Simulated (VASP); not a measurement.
Input of a VASP 6.6.1 run:

File INCAR:

```
  PREC = Accurate
  ENCUT = 500
  EDIFF = 1E-6
  ISMEAR = -1
  SIGMA = 0.08
  LREAL = F
  LASPH = T
  NELM = 120
  ALGO = Normal
  ISIF = 2
  LWAVE = F
  LCHARG = F
  GGA = PE
  NBANDS = 12
  GGA_COMPAT = F
```

Contents of KPOINTS:

```
regular mesh
0
Gamma
  10 10 10
```

The input POSCAR:

```
Sb
1.0
    0.0000000000      3.3734498471      3.3734498471
    3.3734498471      0.0000000000      3.3734498471
    3.3734498471      3.3734498471      0.0000000000
Sb
2
Direct
   -0.1250000000     -0.1250000000     -0.1250000000
    0.1250000000      0.1250000000      0.1250000000
```

Potentials or basis: VASP PAW PBE potentials, release 64 (Sb).

Command:

```sh
$ cat potpaw_PBE.64/Sb/POTCAR > POTCAR
$ mpirun -np 1 vasp_std > vasp.out
```

(1) Predict the band gap on the k mesh.

(2) Estimate the pressure.

Results:

(1) zero (band 5 reaches 5.59 eV, above the bottom of band 6 at 4.29 eV).

(2) 4.1 GPa.

Caveat: spin-orbit coupling is left out, which moves the levels of the heavy elements.
